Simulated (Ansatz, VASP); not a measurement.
**CdTe in VASP and in Ansatz**

```
Cd Te
1.0
     0.00000    3.30909    3.30909
     3.30909    0.00000    3.30909
     3.30909    3.30909    0.00000
Cd Te
1 1
Cartesian
  0.0000 0.0000 0.0000
  1.6545 1.6545 1.6545
```

Alike in both runs: task single point; functional PBEsol; k mesh 10 × 10 × 10; occupations gaussian, width 0.05 eV; no spin polarisation.

```csv
,VASP,Ansatz
version,VASP 6.6.1,Ansatz 0.2.0
potentials or method,"VASP PAW PBE potentials, release 64 (Cd, Te), cutoff 520 eV","scalar-relativistic, plane waves, PAW"
valence electrons in the cell,18,36
```

|  | VASP | Ansatz | Ansatz less VASP |
| --- | --- | --- | --- |
| gap on the k mesh at the Fermi level (eV) | 0.48 | 0.48 | -0.001 |
| least direct gap on the mesh (eV) | 0.48 | 0.48 | -0.001 |
| pressure (GPa) | -2.0 | -2.1 | -0.13 |

VASP's potentials were made for PBE, not for PBEsol. With one functional, cell and mesh, what is left measures potentials, basis and numerics. VASP's potentials hold 18 valence electrons a cell and Ansatz's 36, so a difference there can come from the potentials and not from the codes.

Spin-orbit coupling is off throughout.
